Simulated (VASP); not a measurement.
# MnHg (Pm-3m) in VASP: further runs, part 2 of 2

VASP 6.6.1.

### 3 Single point, PBE

File INCAR:

```
ALGO = Normal
EDIFF = 1E-6
ENCUT = 520
GGA = PE
ISIF = 2
ISMEAR = -1
LASPH = T
LCHARG = F
LREAL = F
LWAVE = F
NBANDS = 20
NELM = 60
PREC = Accurate
SIGMA = 0.05
```

File KPOINTS:

```
k-points
0
Gamma
  8 8 8
```

File POSCAR:

```
MnHg
1.0
    3.3150000000      0.0000000000      0.0000000000
    0.0000000000      3.3150000000      0.0000000000
    0.0000000000      0.0000000000      3.3150000000
Hg Mn
1 1
Direct
    0.0000000000      0.0000000000      0.0000000000
    0.5000000000      0.5000000000      0.5000000000
```

Potentials or basis: VASP PAW PBE potentials, release 64 (Hg, Mn_pv).

Command:

```
cat potpaw_PBE.64/Hg/POTCAR potpaw_PBE.64/Mn_pv/POTCAR > POTCAR
mpirun -np 1 vasp_std > vasp.out
```

OUTCAR:

```text
EDIFF = 1E-6
   ENCUT = 520
   GGA = PE
   ISIF = 2
   ISMEAR = -1
   LASPH = T
   LREAL = F
   NELM = 60
   PREC = Accurate

 ion  position               nearest neighbor table
   1  0.000  0.000  0.000-   2 2.87   2 2.87   2 2.87   2 2.87   2 2.87   2 2.87   2 2.87   2 2.87

   2  0.500  0.500  0.500-   1 2.87   1 2.87   1 2.87   1 2.87   1 2.87   1 2.87   1 2.87   1 2.87

  LATTYP: Found a simple cubic cell.
 ALAT       =     3.3150000000

  Lattice vectors:

 A1 = (   3.3150000000,   0.0000000000,   0.0000000000)
 A2 = (   0.0000000000,   3.3150000000,   0.0000000000)
 A3 = (   0.0000000000,   0.0000000000,   3.3150000000)

Analysis of symmetry for initial positions (statically):
=====================================================================
 Subroutine PRICEL returns:
 Original cell was already a primitive cell.

 Routine SETGRP: Setting up the symmetry group for a
 simple cubic supercell.

 Subroutine GETGRP returns: Found 48 space group operations
 (whereof 48 operations were pure point group operations)
 out of a pool of 48 trial point group operations.

The static configuration has the point symmetry O_h .

Analysis of symmetry for dynamics (positions and initial velocities):
=====================================================================
 Subroutine PRICEL returns:
 Original cell was already a primitive cell.

 Routine SETGRP: Setting up the symmetry group for a
 simple cubic supercell.

 Subroutine GETGRP returns: Found 48 space group operations
 (whereof 48 operations were pure point group operations)
 out of a pool of 48 trial point group operations.

The dynamic configuration has the point symmetry O_h .

 Subroutine INISYM returns: Found 48 space group operations
 (whereof 48 operations are pure point group operations),
 and found     1 'primitive' translations

----------------------------------------------------------------------------------------

                                     Primitive cell

  volume of cell :      36.4293

  direct lattice vectors                    reciprocal lattice vectors
     3.315000000  0.000000000  0.000000000     0.301659125  0.000000000  0.000000000
     0.000000000  3.315000000  0.000000000     0.000000000  0.301659125  0.000000000
     0.000000000  0.000000000  3.315000000     0.000000000  0.000000000  0.301659125

  length of vectors
     3.315000000  3.315000000  3.315000000     0.301659125  0.301659125  0.301659125

  position of ions in fractional coordinates (direct lattice)
     0.000000000  0.000000000  0.000000000
     0.500000000  0.500000000  0.500000000

  ion indices of the primitive-cell ions
   primitive index   ion index
                 1           1
                 2           2

----------------------------------------------------------------------------------------

 KPOINTS: k-points

Automatic generation of k-mesh.
 Grid dimensions read from file:
 generate k-points for:    8    8    8

 Generating k-lattice:

  Cartesian coordinates                     Fractional coordinates (reciprocal lattice)
     0.037707391  0.000000000  0.000000000     0.125000000  0.000000000  0.000000000
     0.000000000  0.037707391  0.000000000     0.000000000  0.125000000  0.000000000
     0.000000000  0.000000000  0.037707391     0.000000000  0.000000000  0.125000000

  Length of vectors
     0.037707391  0.037707391  0.037707391

  Shift w.r.t. Gamma in fractional coordinates (k-lattice)
     0.000000000  0.000000000  0.000000000

 Subroutine IBZKPT returns following result:
 ===========================================

 Found     35 irreducible k-points:

 Following reciprocal coordinates:
            Coordinates               Weight
  0.000000  0.000000  0.000000      1.000000
  0.125000  0.000000  0.000000      6.000000
  0.250000  0.000000  0.000000      6.000000
  0.375000  0.000000  0.000000      6.000000
  0.500000  0.000000  0.000000      3.000000
  0.125000  0.125000  0.000000     12.000000
[... 16 lines left out ...]
  0.375000  0.375000  0.125000     24.000000
  0.500000  0.375000  0.125000     24.000000
 [... further k-points ...]
   k-points           NKPTS =     35   k-points in BZ     NKDIM =     35   number of bands    NBANDS=     20
   number of dos      NEDOS =    301   number of ions     NIONS =      2
   total plane-waves  NPLWV =  21952
   dimension x,y,z NGX =    28 NGY =   28 NGZ =   28
   dimension x,y,z NGXF=    56 NGYF=   56 NGZF=   56
   ions per type =               1   1
   NGX,Y,Z   is equivalent  to a cutoff of  14.04, 14.04, 14.04 a.u.
   NGXF,Y,Z  is equivalent  to a cutoff of  28.08, 28.08, 28.08 a.u.
 SYSTEM =  unknown system
   PREC   = accura    normal or accurate (medium, high low for compatibility)
   ISTART =      0    job   : 0-new  1-cont  2-samecut
   ICHARG =      2    charge: 1-file 2-atom 10-const
   ISPIN  =      1    spin polarized calculation?
   LNONCOLLINEAR =      F non collinear calculations
   LSORBIT =      F    spin-orbit coupling
   LASPH  =      T    aspherical Exc in radial PAW
   ENCUT  =  520.0 eV  38.22 Ry    6.18 a.u.   6.16  6.16  6.16*2*pi/ulx,y,z
   NELM   =     60;   NELMIN=  2; NELMDL= -5     # of ELM steps
   EDIFF  = 0.1E-05   stopping-criterion for ELM
   LREAL  =      F    real-space projection
   EDIFFG = 0.1E-04   stopping-criterion for IOM
   NSW    =      0    number of steps for IOM
   IBRION =     -1    ionic relax: 0-MD 1-quasi-New 2-CG
   NFREE  =      0    steps in history (QN), initial steepest desc. (CG)
   ISIF   =      2    stress and relaxation
   ISYM   =      2    0-nonsym 1-usesym 2-fastsym
   POTIM  = 0.5000    time-step for ionic-motion
   TEBEG  =    0.0;   TEEND  =   0.0 temperature during run
   PSTRESS=    0.0 pullay stress
   NELECT =      25.0000    total number of electrons
   NUPDOWN=      -1.0000    fix difference up-down
   EMIN   =  10.00;   EMAX   =-10.00  energy-range for DOS
   EFERMI =   0.00;   METHOD = LEGACY
   ISMEAR =    -1;   SIGMA  =   0.05  broadening in eV -4-tet -1-fermi 0-gaus
   EFERMI_NEDOS =   21; number of points for ismear=-14 and -15
   IALGO  =     38    algorithm
   IMIX   =      4    mixing-type and parameters
     AMIX     =   0.40;   BMIX     =  1.00
     AMIX_MAG =   1.60;   BMIX_MAG =  1.00
  volume/ion in A,a.u.               =      18.21       122.92
  Fermi-wavevector in a.u.,A,eV,Ry     =   1.444014  2.728790 28.370534  2.085175
  Thomas-Fermi vector in A             =   2.562356
   LORBIT       =      0    0 simple, 1 ext, 2 COOP (PROOUT), +10 PAW based schemes
   GGA     = PE    functional components
   LHFCALC =     F    Hartree Fock is set to
   AEXX    =    0.0000 exact exchange contribution
   IVDW    =     0    specifies the selected vdW correction
   LEPSILON=     F    determine dielectric tensor
   LRPA    =     F    only Hartree local field effects (RPA)
 non-spin polarized calculation
  energy-cutoff  :      520.00
  volume of cell :       36.43
 maximum number of plane-waves:       992
 NGX is ok and might be reduce to    28
   NGX = 13   NGY = 13   NGZ = 13

 number of electron      25.0000012 magnetization

 Free energy of the ion-electron system (eV)
  ---------------------------------------------------
  ext. energy  EPLUGINS =         0.00000000
  ---------------------------------------------------
  free energy    TOTEN  =        -7.04897367 eV

  energy without entropy =       -7.00571382  energy(sigma->0) =       -7.02734374

 E-fermi :   4.7505     XC(G=0): -11.7308

 val. band max:        4.7470669474   @ k =   0.1250   0.1250   0.0000
 cond. band min:       4.8049970588   @ k =   0.2500   0.2500   0.1250
 fundamental gap:      0.0579301114
 Fermi energy:         4.7505070357

 k-point     1 :       0.0000    0.0000    0.0000
  band No.  band energies     occupation
      1     -42.8905      2.00000
      2     -42.8905      2.00000
      3     -42.8905      2.00000
      4      -4.0704      2.00000
      5      -2.9423      2.00000
      6      -2.9423      2.00000
[... 12 lines left out ...]
     19      17.0121      0.00000
     20      17.0121      0.00000
[... 507 lines left out ...]
 k-point    24 :       0.5000    0.3750    0.1250
  band No.  band energies     occupation
      1     -42.9064      2.00000
      2     -42.9037      2.00000
      3     -42.8907      2.00000
      4      -2.9477      2.00000
      5      -2.5203      2.00000
      6      -2.3117      2.00000
[... 12 lines left out ...]
     19      15.5775      0.00000
     20      17.6673      0.00000

 [... further k-points ...]

------------------------ aborting loop because EDIFF is reached ----------------------------------------

  FORCE on cell =-STRESS in cart. coord.  units (eV):
  Direction    XX          YY          ZZ          XY          YZ          ZX
  --------------------------------------------------------------------------------------
  -------------------------------------------------------------------------------------
  Total       -3.2694110     -3.2694110     -3.2694110      0.0000000      0.0000000     -0.0000000
  in kB     -143.7902702   -143.7902702   -143.7902702      0.0000000      0.0000000     -0.0000000
  external PRESSURE =    -143.7902702 kB  Pullay stress =       0.0000000 kB

 VOLUME and BASIS-vectors are now :
 -----------------------------------------------------------------------------
  energy-cutoff  :      520.00
  volume of cell :       36.43
      direct lattice vectors                 reciprocal lattice vectors
     3.315000000  0.000000000  0.000000000     0.301659125  0.000000000  0.000000000
     0.000000000  3.315000000  0.000000000     0.000000000  0.301659125  0.000000000
     0.000000000  0.000000000  3.315000000     0.000000000  0.000000000  0.301659125

 POSITION                                       TOTAL-FORCE (eV/Angst)
 -----------------------------------------------------------------------------------
      0.00000      0.00000      0.00000         0.000000      0.000000      0.000000
      1.65750      1.65750      1.65750         0.000000      0.000000      0.000000
 -----------------------------------------------------------------------------------
    total drift:                                0.000000      0.000000      0.000000

  FREE ENERGIE OF THE ION-ELECTRON SYSTEM (eV)
  ---------------------------------------------------
  free  energy   TOTEN  =        -7.0489736723 eV

  energy  without entropy=       -7.0057138174  energy(sigma->0) =       -7.02734374
```

stdout:

```text
POSCAR found type information on POSCAR HgMn
 POSCAR found :  2 types and       2 ions
 scaLAPACK will be used
 LDA part: xc-table for (Slater+PW92), standard interpolation
 POSCAR, INCAR and KPOINTS ok, starting setup
 FFT: planning ... GRIDC
 FFT: planning ... GRID_SOFT
 FFT: planning ... GRID
 WAVECAR not read
 entering main loop
```

Run time: 43 s. Hardware: 1 thread of Intel Xeon 8259CL, shared host; peak memory 0.17 GiB.

What came out:

```
Free energy            : -7.0490 eV
Pressure               : -14.4 GPa
Band gap on the k mesh : zero (an odd number of electrons rules out a gap without spin polarisation)
```

Caveat: the cell stands under tension; spin-orbit coupling is left out, which moves the levels of the heavy elements; the run has no spin polarisation, though such a crystal can be magnetic.

### 4 Single point, PBE, collinear spin, ferromagnetic start

File INCAR:

```
ALGO = Fast
EDIFF = 1E-6
ENCUT = 520
GGA = PE
ISIF = 2
ISMEAR = -1
ISPIN = 2
LASPH = T
LCHARG = T
LELF = T
LMAXMIX = 4
LORBIT = 11
LREAL = F
LVHAR = T
LWAVE = F
MAGMOM = 0 0.28
NBANDS = 24
NELM = 150
PREC = Accurate
SIGMA = 0.05
```

KPOINTS is that of step 3.

POSCAR is that of step 3.

Command:

```
cat potpaw_PBE.64/Hg/POTCAR potpaw_PBE.64/Mn_pv/POTCAR > POTCAR
mpirun -np 1 vasp_std > vasp.out
```

It took 2.7 min on 1 thread of Intel Xeon 8259CL, shared host; peak memory 0.2 GiB.

The run converged. Its results:

- Free energy: -8.4976 eV
- Pressure: 1.0 GPa
- Net moment: 3.91 μB per cell
- Site moments: Hg -0.06; Mn +3.83 μB
- Valence electrons inside the program's atomic spheres: Hg 10.59; Mn 11.40

Levels at points of the mesh, in eV from the Fermi level:
Spin up:
```tsv
k point	band 11	band 12	band 13	band 14	band 15	band 16	band 17	band 18
(0.00, 0.00, 0.00)	-2.94	-2.06	-2.06	-2.06	4.90	4.90	4.90	8.59
(0.50, 0.00, 0.00)	-3.30	-2.75	-2.75	-2.27	-1.58	10.06	10.06	10.57
(0.50, 0.50, 0.00)	-2.08	-2.08	-2.03	-1.65	-1.65	0.64	2.89	11.80
(0.50, 0.50, 0.50)	-3.71	-2.01	-2.01	0.46	4.14	4.14	4.14	4.50
```
Spin down:
```tsv
k point	band 8	band 9	band 10	band 11	band 12	band 13	band 14	band 15
(0.00, 0.00, 0.00)	-7.05	-7.05	0.35	0.35	1.48	1.48	1.48	5.26
(0.50, 0.00, 0.00)	-6.95	-4.98	-4.43	0.00	0.43	0.43	1.29	2.06
(0.50, 0.50, 0.00)	-6.50	-3.49	-1.41	-1.41	0.51	1.31	1.31	1.91
(0.50, 0.50, 0.50)	-6.47	-1.56	-1.56	-1.56	0.33	1.94	1.94	5.58
```

Caveat: spin-orbit coupling is left out, which moves the levels of the heavy elements.

### 5 Overview

| level | potentials or basis | spin | cutoff (eV) | smearing | gap on the mesh (eV) | pressure (GPa) | moment (μB) |
| --- | --- | --- | --- | --- | --- | --- | --- |
| LDA | VASP PAW LDA potentials, release 64 (Hg_sv_GW, Mn_sv) | collinear, ferromagnetic start | 600 | gaussian 0.02 eV | none | -11.0 | 3.72 |
| PBE | VASP PAW PBE potentials, release 64 (Hg, Mn_pv) | off | 520 | fermi-dirac 0.05 eV | none | -14.4 | - |
| PBE | VASP PAW PBE potentials, release 64 (Hg, Mn_pv) | collinear, ferromagnetic start | 520 | fermi-dirac 0.05 eV | none | 1.0 | 3.91 |

Alike in all rows: task single point; cell as given; k mesh 8 × 8 × 8.

Caveats: spin-orbit coupling is left out, which moves the levels of the heavy elements; the cell stands under tension (at least some runs).

Total energies depend on the potentials used, so only differences within one code and one set of settings carry meaning.
